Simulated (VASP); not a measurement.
InAs (sol): single point with PBEsol

Crystal: InAs (sol).

```xyz
2
Lattice="0.0000 3.0536 3.0536 3.0536 0.0000 3.0536 3.0536 3.0536 0.0000" Properties=species:S:1:pos:R:3 pbc="T T T"
In    1.5268    1.5268    1.5268
As    0.0000    0.0000    0.0000
```

* Program: VASP 6.6.1
* Task: single point
* Functional: PBEsol
* Potentials or basis: VASP PAW PBE potentials, release 64 (In_d, As)
* Cutoff: 520 eV
* k mesh: 6 × 6 × 6
* Occupations: gaussian, width 0.1 eV
* Spin: no spin polarisation

```yaml
Pressure: -0.4 GPa
Band_gap_on_the_k_mesh: zero (filled and empty bands touch)
```

Levels at points of the mesh, in eV from the Fermi level:
```tsv
k point	band 6	band 7	band 8	band 9	band 10	band 11	band 12	band 13
(0.00, 0.00, 0.00)	-11.73	-0.47	-0.03	-0.03	-0.03	3.81	3.81	3.81
(0.50, 0.00, 0.00)	-10.34	-5.70	-0.99	-0.99	0.78	4.57	4.57	6.64
(0.50, 0.50, 0.00)	-9.82	-5.79	-2.28	-2.28	1.45	1.94	8.86	8.98
```

Wall time 6.9 s on 1 thread of Intel(R) Xeon(R) 6975P-C (Granite Rapids), on a shared host, peak memory 0.18 GiB.

Caveat: the PAW data sets were made with another functional, which shifts forces and pressure a little; spin-orbit coupling is left out, which moves the levels of the heavy elements.
